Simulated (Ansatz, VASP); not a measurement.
**Cu: VASP beside Ansatz**

Contents of INCAR:

```
PREC     = Accurate       # precision mode
ENCUT    = 520            # plane-wave cutoff, eV
EDIFF    = 1E-6           # SCF threshold, eV
ISMEAR   = -1             # smearing method
SIGMA    = 0.1            # smearing width, eV
LREAL    = False          # projectors in reciprocal space
LASPH    = True           # aspherical terms in the spheres
NELM     = 60             # most SCF steps
ALGO     = Normal         # electronic algorithm
ISIF     = 2              # what is computed and relaxed
LWAVE    = False          # write WAVECAR
LCHARG   = False          # write CHGCAR
GGA      = PE             # functional
NBANDS   = 12             # bands
```

File KPOINTS:

```
regular mesh
0
Gamma
  18 18 18
```

File POSCAR:

```
Cu
1.0
   -1.2030562614      1.2030562614      1.2030562614
    1.2030562614     -1.2030562614      1.2030562614
    1.2030562614      1.2030562614     -1.2030562614
Cu
1
Direct
    0.0000000000      0.0000000000      0.0000000000
```

Input for Ansatz:

```yaml
crystal:
  lattice:
    - [-1.2030562614, 1.2030562614, 1.2030562614]
    - [1.2030562614, -1.2030562614, 1.2030562614]
    - [1.2030562614, 1.2030562614, -1.2030562614]
  atoms:
    - { symbol: Cu, position: [0.0, 0.0, 0.0] }
kpoints:
  mp_grid: { grid: [18, 18, 18] }
scf:
  occupations: { method: fermi_dirac, width: 0.1 }
hamiltonian:
  xc: pbe
  pseudopotentials: { kind: all_electron, lapw: { basis_error: 0.001 } }
output:
  forces: true
  stress: true
  eigenvalues: true
  populations: true
```

Change from the starting cell: volume scaled by 0.58, LAPW.

Alike in both runs: task single point; functional PBE; k mesh 18 × 18 × 18; occupations fermi-dirac, width 0.1 eV; no spin polarisation.

|  | VASP | Ansatz |
| --- | --- | --- |
| version | VASP 6.6.1 | Ansatz 0.2.0 |
| potentials or method | VASP PAW PBE potentials, release 64 (Cu), cutoff 520 eV | all-electron LAPW, scalar-relativistic |

|  | VASP | Ansatz | Ansatz less VASP |
| --- | --- | --- | --- |
| pressure (GPa) | 293.5 | 291.8 | -1.75 |

Both programs put the cell under a high pressure, so it lies far from rest at this level. Ansatz ran all-electron here, and VASP with PAW potentials.

Noted on VASP's run: the cell as given lies far from equilibrium.
